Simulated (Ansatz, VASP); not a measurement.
## Sn2Pb: VASP beside Ansatz

```xyz
3
Lattice="-2.0113 2.0113 5.4399 2.0113 -2.0113 5.4399 2.0113 2.0113 -5.4399" Properties=species:S:1:pos:R:3 pbc="T T T"
Sn    0.0000    0.0000    3.5034
Sn    0.0000    0.0000    7.3764
Pb    0.0000    0.0000    0.0000
```

Alike in both runs: functional PBE; k mesh 12 × 12 × 12; occupations gaussian, width 0.1 eV; no spin polarisation.

Ansatz relaxed the structure, and its values are those at the end. VASP's run is a single point on that final structure, the one shown.

|  | VASP | Ansatz |
| --- | --- | --- |
| version | VASP 6.6.1 | Ansatz 0.2.0 |
| potentials or method | VASP PAW PBE potentials, release 64 (Sn_d, Pb_d), cutoff 520 eV | scalar-relativistic, plane waves, PAW |
| valence electrons in the cell | 42 | 42 |

|  | VASP | Ansatz | Ansatz less VASP |
| --- | --- | --- | --- |
| gap on the k mesh at the Fermi level (eV) | none | none | - |
| pressure (GPa) | -0.1 | 0.0 | +0.06 |

A gap of «none» marks a metal or a gap that the smearing closes. With one functional, cell and mesh, what is left measures potentials, basis and numerics.

Neither program's run includes spin-orbit coupling.
